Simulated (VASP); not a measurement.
A run of VASP 6.6.1:

File INCAR:

```
SYSTEM = In2O3
PREC     = Accurate       ! precision mode
ENCUT    = 520            ! plane-wave cutoff, eV
EDIFF    = 1E-6           ! SCF threshold, eV
ISMEAR   = 0              ! smearing method
SIGMA    = 0.01           ! smearing width, eV
LREAL    = .FALSE.        ! projectors in reciprocal space
LASPH    = .TRUE.         ! aspherical terms in the spheres
NELM     = 60             ! most SCF steps
ALGO     = Normal         ! electronic algorithm
ISIF     = 2              ! what is computed and relaxed
LWAVE    = .FALSE.        ! write WAVECAR
LCHARG   = .TRUE.         ! write CHGCAR
GGA      = CA             ! functional
LELF     = .TRUE.         ! ELF
LVHAR    = .TRUE.       
NBANDS   = 30             ! bands
```

Contents of KPOINTS:

```
Automatic mesh
0
G
  12 12 4
  0 0 0
```

Contents of POSCAR:

```
In2O3
1.0
    3.4198147543      0.0000000000      0.0000000000
   -1.7099073772      2.9616464535      0.0000000000
    0.0000000000      0.0000000000      6.0963728731
In O
2 3
Direct
    0.3333333333      0.6666666667      0.2370774608
    0.6666666667      0.3333333333      0.7629225392
    0.0000000000      0.0000000000      0.0000000000
    0.3333333333      0.6666666667      0.6542361063
    0.6666666667      0.3333333333      0.3457638937
```

Potentials or basis: VASP PAW LDA potentials, release 64 (In_d, O).

Launch:

```bash
$ cat potpaw_LDA.64/In_d/POTCAR potpaw_LDA.64/O/POTCAR > POTCAR
$ mpirun -np 1 vasp_std > vasp.out
```

Hardware: 1 thread of AMD EPYC 7R13 Processor (Zen 3), with other jobs on the host.

Q: How long does it take, and how much memory?

A: It took 100 s on 1 thread of AMD EPYC 7R13 Processor (Zen 3), on a shared host, peak memory 0.2 GiB. Counts: scf iterations 14, k points 69.
